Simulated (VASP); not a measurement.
# WCl (Pm-3m) in VASP: further runs

The runs below take WCl through relaxation of cell and atoms, with PBE.

Everything below comes from runs of VASP 6.6.1. Logs are shortened: lines on timing, memory, paths and dates and some standing lists are left out, and cuts for length are marked.

## Step 1: The cell of the first run

It takes space group Pm-3m (No. 221, cubic). The conventional cell has a = 3.703 Å, b = 3.703 Å, c = 3.703 Å, α = 90.00°, β = 90.00°, γ = 90.00°. Within 4.2 Å of W (site symmetry m-3m) lie 8 Cl at 3.21 Å and 6 W at 3.70 Å. Cl (site symmetry m-3m) has 8 W at 3.21 Å and 6 Cl at 3.70 Å within 4.2 Å.

The cell was built from a structure type or drawn by symmetry, and may not be a known phase.

## Step 2: Relaxation of cell and atoms, PBE

Input file INCAR:

```
SYSTEM = WCl
PREC = Accurate ; ENCUT = 500
EDIFF = 1E-7 ; ISMEAR = 0
SIGMA = 0.2 ; LREAL = .FALSE.
LASPH = .TRUE. ; NELM = 120
ALGO = Normal ; ISIF = 3
LWAVE = .FALSE. ; LCHARG = .FALSE.
GGA = PE ; IBRION = 2
NSW = 36 ; EDIFFG = -0.08
GGA_COMPAT = .FALSE. ; NELMIN = 4
```

Input file KPOINTS:

```
regular mesh
0
G
  5 5 5
  0 0 0
```

Input file POSCAR:

```
WCl
1.0
    3.7030807100      0.0000000000      0.0000000000
    0.0000000000      3.7030807100      0.0000000000
    0.0000000000      0.0000000000      3.7030807100
W Cl
1 1
Direct
    0.5000000000      0.5000000000      0.5000000000
    0.0000000000      0.0000000000      0.0000000000
```

Potentials or basis: VASP PAW PBE potentials, release 64 (W_sv, Cl).

On the command line:

```bash
> cat potpaw_PBE.64/W_sv/POTCAR potpaw_PBE.64/Cl/POTCAR > POTCAR
> mpirun -np 1 vasp_std > vasp.out
```

OUTCAR:

```text
SYSTEM = WCl
   PREC = Accurate
   ENCUT = 500
   EDIFF = 1E-7
   ISMEAR = 0
   LREAL = .FALSE.
   LASPH = .TRUE.
   NELM = 120
   ISIF = 3
   GGA = PE
   IBRION = 2
   NSW = 36
   EDIFFG = -0.08
   NELMIN = 4

 ion  position               nearest neighbor table
   1  0.500  0.500  0.500-
   2  0.000  0.000  0.000-

  LATTYP: Found a simple cubic cell.
 ALAT       =     3.7030807100

  Lattice vectors:

 A1 = (   3.7030807100,   0.0000000000,   0.0000000000)
 A2 = (   0.0000000000,   3.7030807100,   0.0000000000)
 A3 = (   0.0000000000,   0.0000000000,   3.7030807100)

Analysis of symmetry for initial positions (statically):
=====================================================================
 Subroutine PRICEL returns:
 Original cell was already a primitive cell.

 Routine SETGRP: Setting up the symmetry group for a
 simple cubic supercell.

 Subroutine GETGRP returns: Found 48 space group operations
 (whereof 48 operations were pure point group operations)
 out of a pool of 48 trial point group operations.

The static configuration has the point symmetry O_h .

Analysis of symmetry for dynamics (positions and initial velocities):
=====================================================================
 Subroutine PRICEL returns:
 Original cell was already a primitive cell.

 Routine SETGRP: Setting up the symmetry group for a
 simple cubic supercell.

 Subroutine GETGRP returns: Found 48 space group operations
 (whereof 48 operations were pure point group operations)
 out of a pool of 48 trial point group operations.

The dynamic configuration has the point symmetry O_h .

 Subroutine INISYM returns: Found 48 space group operations
 (whereof 48 operations are pure point group operations),
 and found     1 'primitive' translations

----------------------------------------------------------------------------------------

                                     Primitive cell

  volume of cell :      50.7796

  direct lattice vectors                    reciprocal lattice vectors
     3.703080710  0.000000000  0.000000000     0.270045424  0.000000000  0.000000000
     0.000000000  3.703080710  0.000000000     0.000000000  0.270045424  0.000000000
     0.000000000  0.000000000  3.703080710     0.000000000  0.000000000  0.270045424

  length of vectors
     3.703080710  3.703080710  3.703080710     0.270045424  0.270045424  0.270045424

  position of ions in fractional coordinates (direct lattice)
     0.500000000  0.500000000  0.500000000
     0.000000000  0.000000000  0.000000000

  ion indices of the primitive-cell ions
   primitive index   ion index
                 1           1
                 2           2

----------------------------------------------------------------------------------------

 KPOINTS: regular mesh

Automatic generation of k-mesh.
 Grid dimensions read from file:
 generate k-points for:    5    5    5

 Generating k-lattice:

  Cartesian coordinates                     Fractional coordinates (reciprocal lattice)
     0.054009085  0.000000000  0.000000000     0.200000000  0.000000000  0.000000000
     0.000000000  0.054009085  0.000000000     0.000000000  0.200000000  0.000000000
     0.000000000  0.000000000  0.054009085     0.000000000  0.000000000  0.200000000

  Length of vectors
     0.054009085  0.054009085  0.054009085

  Shift w.r.t. Gamma in fractional coordinates (k-lattice)
     0.000000000  0.000000000  0.000000000

 Subroutine IBZKPT returns following result:
 ===========================================

 Found     10 irreducible k-points:

 Following reciprocal coordinates:
            Coordinates               Weight
  0.000000  0.000000  0.000000      1.000000
  0.200000  0.000000  0.000000      6.000000
  0.400000  0.000000  0.000000      6.000000
  0.200000  0.200000  0.000000     12.000000
  0.400000  0.200000  0.000000     24.000000
  0.400000  0.400000  0.000000     12.000000
  0.200000  0.200000  0.200000      8.000000
  0.400000  0.200000  0.200000     24.000000
  0.400000  0.400000  0.200000     24.000000
  0.400000  0.400000  0.400000      8.000000
   k-points           NKPTS =     10   k-points in BZ     NKDIM =     10   number of bands    NBANDS=     14
   number of dos      NEDOS =    301   number of ions     NIONS =      2
   total plane-waves  NPLWV =  21952
   dimension x,y,z NGX =    28 NGY =   28 NGZ =   28
   dimension x,y,z NGXF=    56 NGYF=   56 NGZF=   56
   ions per type =               1   1
   NGX,Y,Z   is equivalent  to a cutoff of  12.57, 12.57, 12.57 a.u.
   NGXF,Y,Z  is equivalent  to a cutoff of  25.14, 25.14, 25.14 a.u.
 SYSTEM =  WCl
   PREC   = accura    normal or accurate (medium, high low for compatibility)
   ISTART =      0    job   : 0-new  1-cont  2-samecut
   ICHARG =      2    charge: 1-file 2-atom 10-const
   ISPIN  =      1    spin polarized calculation?
   LNONCOLLINEAR =      F non collinear calculations
   LSORBIT =      F    spin-orbit coupling
   LASPH  =      T    aspherical Exc in radial PAW
   ENCUT  =  500.0 eV  36.75 Ry    6.06 a.u.   6.75  6.75  6.75*2*pi/ulx,y,z
   NELM   =    120;   NELMIN=  4; NELMDL= -5     # of ELM steps
   EDIFF  = 0.1E-06   stopping-criterion for ELM
   LREAL  =      F    real-space projection
   EDIFFG = -.8E-01   stopping-criterion for IOM
   NSW    =     36    number of steps for IOM
   IBRION =      2    ionic relax: 0-MD 1-quasi-New 2-CG
   NFREE  =      1    steps in history (QN), initial steepest desc. (CG)
   ISIF   =      3    stress and relaxation
   ISYM   =      2    0-nonsym 1-usesym 2-fastsym
   POTIM  = 0.5000    time-step for ionic-motion
   TEBEG  =    0.0;   TEEND  =   0.0 temperature during run
   PSTRESS=    0.0 pullay stress
   NELECT =      21.0000    total number of electrons
   NUPDOWN=      -1.0000    fix difference up-down
   EMIN   =  10.00;   EMAX   =-10.00  energy-range for DOS
   EFERMI =   0.00;   METHOD = LEGACY
   ISMEAR =     0;   SIGMA  =   0.20  broadening in eV -4-tet -1-fermi 0-gaus
   EFERMI_NEDOS =   21; number of points for ismear=-14 and -15
   IALGO  =     38    algorithm
   IMIX   =      4    mixing-type and parameters
     AMIX     =   0.40;   BMIX     =  1.00
     AMIX_MAG =   1.60;   BMIX_MAG =  1.00
  volume/ion in A,a.u.               =      25.39       171.34
  Fermi-wavevector in a.u.,A,eV,Ry     =   1.219695  2.304890 20.240804  1.487657
  Thomas-Fermi vector in A             =   2.354939
   LORBIT       =      0    0 simple, 1 ext, 2 COOP (PROOUT), +10 PAW based schemes
   GGA     = PE    functional components
   LHFCALC =     F    Hartree Fock is set to
   AEXX    =    0.0000 exact exchange contribution
   IVDW    =     0    specifies the selected vdW correction
   LEPSILON=     F    determine dielectric tensor
   LRPA    =     F    only Hartree local field effects (RPA)
 conjugate gradient relaxation of ions
 non-spin polarized calculation
 Gauss-broadening in eV      SIGMA  =   0.20
  energy-cutoff  :      500.00
  volume of cell :       50.78
 maximum number of plane-waves:      1309
 NGX is ok and might be reduce to    28
   NGX = 13   NGY = 13   NGZ = 13

--------------------------------------- Ionic step        1  -------------------------------------------

 number of electron      20.9999993 magnetization

 Free energy of the ion-electron system (eV)
  ---------------------------------------------------
  ext. energy  EPLUGINS =         0.00000000
  ---------------------------------------------------
  free energy    TOTEN  =        -9.46517198 eV

  energy without entropy =       -9.38446502  energy(sigma->0) =       -9.42481850

 E-fermi :   4.7147     XC(G=0): -10.0253

 val. band max:        4.7141892220   @ k =   0.4000   0.4000   0.4000
 cond. band min:       4.7223736092   @ k =   0.4000   0.4000   0.2000
 fundamental gap:      0.0081843872
 Fermi energy:         4.7146631417

 k-point     1 :       0.0000    0.0000    0.0000
  band No.  band energies     occupation
      1     -70.1922      2.00000
      2     -34.2698      2.00000
      3     -34.2698      2.00000
      4     -34.2698      2.00000
      5     -11.7968      2.00000
      6       0.7933      2.00000
      7       0.7933      2.00000
      8       0.7933      2.00000
      9       1.9770      2.00000
     10       3.0096      2.00000
     11       3.0096      2.00000
     12       5.2025      0.00056
     13       5.2025      0.00056
     14       5.2025      0.00056

 k-point     2 :       0.2000    0.0000    0.0000
  band No.  band energies     occupation
      1     -70.1919      2.00000
      2     -34.2808      2.00000
      3     -34.2690      2.00000
      4     -34.2690      2.00000
      5     -11.7050      2.00000
      6      -0.5691      2.00000
      7       0.7380      2.00000
      8       0.7380      2.00000
      9       3.1309      2.00000
     10       3.2430      2.00000
[... 196 lines left out ...]
 POSITION                                       TOTAL-FORCE (eV/Angst)
 -----------------------------------------------------------------------------------
      1.56007      1.56007      1.56007         0.000000      0.000000      0.000000
      0.00000      0.00000      0.00000        -0.000000     -0.000000      0.000000
 -----------------------------------------------------------------------------------
    total drift:                                0.000000      0.000000      0.000000

  FREE ENERGIE OF THE ION-ELECTRON SYSTEM (eV)
  ---------------------------------------------------
  free  energy   TOTEN  =       -11.6901901696 eV

  energy  without entropy=      -11.6443558953  energy(sigma->0) =      -11.66727303

--------------------------------------- Ionic step        3  -------------------------------------------

 number of electron      21.0000002 magnetization

 Free energy of the ion-electron system (eV)
  ---------------------------------------------------
  ext. energy  EPLUGINS =         0.00000000
  ---------------------------------------------------
  free energy    TOTEN  =       -11.69739419 eV

  energy without entropy =      -11.65360678  energy(sigma->0) =      -11.67550049

 E-fermi :  11.7679     XC(G=0): -12.8030

 val. band max:       11.4225781858   @ k =   0.4000   0.4000   0.0000
 cond. band min:      11.8210498266   @ k =   0.4000   0.2000   0.0000
 fundamental gap:      0.3984716408
 Fermi energy:        11.7678768911

 k-point     1 :       0.0000    0.0000    0.0000
  band No.  band energies     occupation
      1     -62.7408      2.00000
      2     -26.8718      2.00000
      3     -26.8718      2.00000
      4     -26.8718      2.00000
      5      -8.6541      2.00000
      6       5.8601      2.00000
      7       5.8601      2.00000
      8       5.8601      2.00000
      9       7.4782      2.00000
     10       7.4782      2.00000
     11      10.3392      2.00000
     12      12.6648      0.00000
     13      12.6648      0.00000
     14      12.6648      0.00000

 k-point     2 :       0.2000    0.0000    0.0000
  band No.  band energies     occupation
      1     -62.7365      2.00000
      2     -26.9815      2.00000
      3     -26.8620      2.00000
      4     -26.8620      2.00000
      5      -8.2763      2.00000
      6       3.3727      2.00000
      7       5.6088      2.00000
      8       5.6088      2.00000
      9       7.8202      2.00000
     10       9.2553      2.00000
[... 160 lines left out ...]
 POSITION                                       TOTAL-FORCE (eV/Angst)
 -----------------------------------------------------------------------------------
      1.54648      1.54648      1.54648         0.000000      0.000000      0.000000
      0.00000      0.00000      0.00000        -0.000000     -0.000000      0.000000
 -----------------------------------------------------------------------------------
    total drift:                                0.000000      0.000000      0.000000

  FREE ENERGIE OF THE ION-ELECTRON SYSTEM (eV)
  ---------------------------------------------------
  free  energy   TOTEN  =       -11.6973941944 eV

  energy  without entropy=      -11.6536067777  energy(sigma->0) =      -11.67550049

 reached required accuracy - stopping structural energy minimisation
```

Wall time 18 s (1 thread of Intel Xeon Platinum 8259CL at 2.50GHz (Skylake/Cascade Lake), shared host); peak memory 0.17 GiB.

Results:

| Property | Result |
| --- | --- |
| Free energy | -11.6974 eV |
| Relaxed volume | 14.79 Å³/atom |
| Relaxed cell | a = 3.093 Å, b = 3.093 Å, c = 3.093 Å, α = 90.00°, β = 90.00°, γ = 90.00° |
| Space group after relaxing (to 0.1 Å) | Pm-3m (No. 221) |
| Energy gained by relaxing | 1116.1 meV/atom |
| Ionic steps | 3 |
| Pressure after relaxing | 0.4 GPa |
| Band gap on the k mesh | zero (an odd number of electrons rules out a gap without spin polarisation) |

The path:
```tsv
step	energy change (eV)	largest force (eV/Å)	pressure (GPa)	volume (Å³)
1	0.0000	0.0000	-20.59	50.78
2	-2.2250	0.0000	-3.22	30.38
3	-2.2322	0.0000	0.41	29.59
```

Final structure:
```
CELL_PARAMETERS angstrom
3.09296 0.00000 0.00000
0.00000 3.09296 0.00000
0.00000 0.00000 3.09296
ATOMIC_POSITIONS crystal
W 0.50000 0.50000 0.50000
Cl 0.00000 0.00000 0.00000
```

Levels at points of the mesh, in eV from the Fermi level:
```csv
k point,band 8,band 9,band 10,band 11,band 12,band 13
"(0.00, 0.00, 0.00)",-5.91,-4.29,-4.29,-1.43,0.90,0.90
```

Caveat: the volume moved by over 15 % at a fixed basis, so the end points are rough; spin-orbit coupling is left out, which moves the levels of the heavy elements; an odd number of electrons without spin polarisation forces a metal; a magnetic or distorted state may lie lower.

## Step 3: Relaxation of cell and atoms, PBE

This run uses another cell than the first one, of 25.92 Å³/atom.

Input file INCAR:

```
SYSTEM = WCl
ALGO     = Normal         ! electronic algorithm
EDIFF    = 1E-7           ! SCF threshold, eV
EDIFFG   = -0.08          ! ionic threshold
ENCUT    = 500            ! plane-wave cutoff, eV
GGA      = PE             ! functional
GGA_COMPAT= .False.      
IBRION   = 2              ! ionic algorithm
ISIF     = 3              ! what is computed and relaxed
ISMEAR   = 0              ! smearing method
LASPH    = .True.         ! aspherical terms in the spheres
LCHARG   = .False.        ! write CHGCAR
LREAL    = .False.        ! projectors in reciprocal space
LWAVE    = .False.        ! write WAVECAR
NELM     = 120            ! most SCF steps
NELMIN   = 4            
NSW      = 36             ! ionic steps
PREC     = Accurate       ! precision mode
SIGMA    = 0.2            ! smearing width, eV
```

Input file KPOINTS:

```
k-points
0
Gamma
  5 5 5
  0 0 0
```

Input file POSCAR:

```
WCl
1.0
    3.7287295600      0.0000000000      0.0000000000
    0.0000000000      3.7287295600      0.0000000000
    0.0000000000      0.0000000000      3.7287295600
W Cl
1 1
Direct
    0.0000000000      0.0000000000      0.0000000000
    0.5000000000      0.5000000000      0.5000000000
```

Potentials or basis: VASP PAW PBE potentials, release 64 (W_sv, Cl).

On the command line:

```bash
> cat potpaw_PBE.64/W_sv/POTCAR potpaw_PBE.64/Cl/POTCAR > POTCAR
> mpirun -np 1 vasp_std > vasp.out
```

Wall time 18 s (1 thread of Intel Xeon Platinum 8259CL at 2.50GHz (Skylake/Cascade Lake), shared host); peak memory 0.17 GiB.

Results (log left out):

```
Free energy                           : -11.6974 eV
Relaxed volume                        : 14.78 Å³/atom
Relaxed cell                          : a = 3.092 Å, b = 3.092 Å, c = 3.092 Å, α = 90.00°, β = 90.00°, γ = 90.00°
Space group after relaxing (to 0.1 Å) : Pm-3m (No. 221)
Energy gained by relaxing             : 1183.8 meV/atom
Ionic steps                           : 3
Pressure after relaxing               : 0.6 GPa
Band gap on the k mesh                : zero (an odd number of electrons rules out a gap without spin polarisation)
```

Step by step:
```tsv
step	energy change (eV)	largest force (eV/Å)	pressure (GPa)	volume (Å³)
1	0.0000	0.0000	-20.35	51.84
2	-2.3479	0.0000	-5.09	30.86
3	-2.3675	0.0000	0.56	29.56
```

Final structure:
```
W Cl
1.0
     3.09187    0.00000    0.00000
     0.00000    3.09187    0.00000
     0.00000    0.00000    3.09187
W Cl
1 1
Direct
  0.00000 0.00000 0.00000
  0.50000 0.50000 0.50000
```

Levels at points of the mesh, in eV from the Fermi level:
| k point | band 7 | band 8 | band 9 | band 10 | band 11 | band 12 | band 13 | band 14 |
| --- | --- | --- | --- | --- | --- | --- | --- | --- |
| (0.00, 0.00, 0.00) | -5.91 | -5.91 | -4.30 | -4.30 | -1.42 | 0.90 | 0.90 | 0.90 |

Caveat: the volume moved by over 15 % at a fixed basis, so the end points are rough; spin-orbit coupling is left out, which moves the levels of the heavy elements; an odd number of electrons without spin polarisation forces a metal; a magnetic or distorted state may lie lower.
